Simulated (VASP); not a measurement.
Here is a VASP 6.6.1 calculation.

The input INCAR:

```
SYSTEM = Ir
PREC = Accurate
ENCUT = 500
EDIFF = 1E-6
ISMEAR = 0
SIGMA = 0.15
LREAL = .FALSE.
LASPH = .TRUE.
NELM = 120
ALGO = Normal
ISIF = 2
LWAVE = .FALSE.
LCHARG = .FALSE.
NBANDS = 14
GGA_COMPAT = .FALSE.
```

The input KPOINTS:

```
regular mesh
0
G
  22 22 22
  0 0 0
```

Contents of POSCAR:

```
Ir
1.0
    0.0000000000      2.1118610658      1.6751281974
    2.1118610658      0.0000000000      1.6751281974
    2.1118610658      2.1118610658      0.0000000000
Ir
1
Direct
    0.0000000000      0.0000000000      0.0000000000
```

Potentials or basis: VASP PAW LDA potentials, release 64 (Ir_sv_GW).

Launch:

```sh
$ cat potpaw_LDA.64/Ir_sv_GW/POTCAR > POTCAR
$ mpirun -np 1 vasp_std > vasp.out
```

(1) Estimate the pressure.

Answers

(1) -19.4 GPa.
